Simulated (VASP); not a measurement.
## Nb: single point with LDA

The system is Nb.

```
Nb
1.0
     2.84851    0.00000    0.00000
    -1.42426    2.46688    0.00000
     0.00000    0.00000    5.22843
Nb
2
Direct
  0.33333 0.66667 0.25000
  0.66667 0.33333 0.75000
```

This isn't the form of Nb at room conditions, which is bcc.

```yaml
Program: VASP 6.6.1
Task: single point
Functional: LDA
Potentials_or_basis: VASP PAW LDA potentials, release 64 (Nb_sv)
Cutoff: 520 eV
k_mesh: 14 × 14 × 7
Occupations: fermi-dirac, width 0.1 eV
Spin: no spin polarisation
```

```yaml
Pressure: -6.9 GPa
Band_gap_on_the_k_mesh: zero (bands 13 and 14 overlap by 2.28 eV)
```

Stress tensor (GPa, compression positive):
```
-7.27  0.00  0.00
 0.00 -7.27  0.00
 0.00  0.00 -6.01
```

Levels at points of the mesh, in eV from the Fermi level:
```
           k point  band 11  band 12  band 13  band 14  band 15  band 16
(0.00, 0.00, 0.00)    -1.05     0.31     0.31     0.51     0.75     0.75
(0.50, 0.00, 0.00)    -3.32    -0.58     0.35     0.36     0.73     4.48
```

Run time: 90 s on 1 thread of Intel Xeon 8259CL, with other jobs on the host, peak memory 0.18 GiB.

Caveat: the cell stands under tension.
